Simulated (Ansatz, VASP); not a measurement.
HfB2: VASP beside Ansatz

```
Hf B
1.0
     3.14649    0.00000    0.00000
    -1.57325    2.72494    0.00000
     0.00000    0.00000    3.48421
Hf B
1 2
Direct
  0.00000 0.00000 0.00000
  0.33333 0.66667 0.50000
  0.66667 0.33333 0.50000
```

Alike in both runs: functional PBE; k mesh 8 × 8 × 6; occupations gaussian, width 0.05 eV; no spin polarisation.

Ansatz relaxed the structure, and its values are those at the end. VASP's run is a single point on that final structure, the one shown.

|  | VASP | Ansatz |
| --- | --- | --- |
| version | VASP 6.6.1 | Ansatz 0.2.0 |
| potentials or method | VASP PAW PBE potentials, release 64 (Hf_pv, B), cutoff 520 eV | scalar-relativistic, plane waves, PAW |
| valence electrons in the cell | 16 | 32 |

VASP gave:

```
gap on the k mesh at the Fermi level (eV) : none
pressure (GPa)                            : -0.4
```

**Question.** What did Ansatz give for the same quantities?

**Answer.** gap on the k mesh at the Fermi level (eV): none; pressure (GPa): 0.0.

A gap of «none» marks a metal or a gap that the smearing closes. With one functional, cell and mesh, what is left measures potentials, basis and numerics. VASP's potentials hold 16 valence electrons a cell and Ansatz's 32, so a difference there can come from the potentials and not from the codes.

Neither program's run includes spin-orbit coupling.
